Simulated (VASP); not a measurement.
Ru, 2 atoms in the cell. Symmetry: P6_3/mmc, No. 194, hexagonal system. The conventional cell has a = 2.669 Å, b = 2.669 Å, c = 4.224 Å, α = 90.00°, β = 90.00°, γ = 120.00°. Ru (site symmetry -6m2) has 12 Ru at 2.61 to 2.67 Å within 3.4 Å.  This cell differs from its parent crystal: volume scaled by 0.96.

| Quantity | Value |
| --- | --- |
| Program | VASP 6.6.1 |
| Task | electric field gradients |
| Functional | PBE |
| Potentials or basis | VASP PAW PBE potentials, release 64 (Ru_pv) |
| Cutoff | 520 eV |
| k mesh | 14 × 14 × 8 |
| Occupations | fermi-dirac, width 0.03 eV |
| Spin | no spin polarisation |
| Dipole correction | no |
| Further INCAR settings | ALGO = Normal; EDIFF = 1e-08; NBANDS = 21 |

Potentials or basis: VASP PAW PBE potentials, release 64 (Ru_pv).

Launch:

```console
$ cat potpaw_PBE.64/Ru_pv/POTCAR > POTCAR
$ mpirun -np 1 vasp_std > vasp.out
```

Hardware: 1 thread of Intel(R) Xeon(R) Platinum 8559C (Emerald Rapids), on a shared host.

Task: Estimate the wall time of this run.

Result: Run time: 36 s on 1 thread of Intel(R) Xeon(R) Platinum 8559C (Emerald Rapids) (shared host), peak memory 0.17 GiB. Counts: scf iterations 12, k points 120.
